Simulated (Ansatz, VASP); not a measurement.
**One calculation of NaF, two programs**

File INCAR:

```
PREC     = Accurate       # precision mode
ENCUT    = 520            # plane-wave cutoff, eV
EDIFF    = 1E-7           # SCF threshold, eV
ISMEAR   = 0              # smearing method
SIGMA    = 0.05           # smearing width, eV
LREAL    = F              # projectors in reciprocal space
LASPH    = T              # aspherical terms in the spheres
NELM     = 100            # most SCF steps
ALGO     = Normal         # electronic algorithm
ISIF     = 2              # what is computed and relaxed
LWAVE    = F              # write WAVECAR
LCHARG   = T              # write CHGCAR
GGA      = PS             # functional
LELF     = T              # ELF
LVHAR    = T            
NBANDS   = 14             # bands
```

File KPOINTS:

```
Automatic mesh
0
Gamma
  8 8 8
```

File POSCAR:

```
NaF
1.0
    0.0000000000      2.2536010000      2.3929990000
    2.2536010000      0.0000000000      2.3929990000
    2.2536010000      2.2536010000      0.0000000000
Na F
1 1
Direct
    0.0000000000      0.0000000000      0.0000000000
    0.5000000000      0.5000000000      0.5000000000
```

Input for Ansatz:

```yaml
crystal:
  lattice:
    - [0.0, 2.253601, 2.392999]
    - [2.253601, 0.0, 2.392999]
    - [2.253601, 2.253601, 0.0]
  atoms:
    - { symbol: Na, position: [0.0, 0.0, 0.0] }
    - { symbol: F, position: [0.5, 0.5, 0.5] }
basis:
  ecutwfc: 420
kpoints:
  mp_grid: { grid: [8, 8, 8] }
hamiltonian:
  xc: pbesol
scf:
  occupations: { method: gaussian, width: 0.05 }
output:
  forces: true
  stress: true
  eigenvalues: true
```

Change from the starting cell: strain -0.030 along x and y, +0.030 along z, atoms carried along.

Alike in both runs: task single point; functional PBEsol; k mesh 8 × 8 × 8; occupations gaussian, width 0.05 eV; no spin polarisation.

```csv
,VASP,Ansatz
version,VASP 6.6.1,Ansatz 0.2.0
potentials or method,"VASP PAW PBE potentials, release 64 (Na_pv, F), cutoff 520 eV","scalar-relativistic, plane waves, PAW"
valence electrons in the cell,14,16
```

|  | VASP | Ansatz | Ansatz less VASP |
| --- | --- | --- | --- |
| gap on the k mesh at the Fermi level (eV) | 6.28 | 6.30 | +0.021 |
| least direct gap on the mesh (eV) | 6.28 | 6.30 | +0.021 |
| pressure (GPa) | 1.5 | 1.5 | -0.03 |
| traceless stress, the component that is largest in VASP (GPa) | -3.36 | -3.21 | +0.144 |

VASP's potentials were made for PBE, not for PBEsol. VASP's potentials hold 14 valence electrons a cell and Ansatz's 16, so a difference there can come from the potentials and not from the codes.
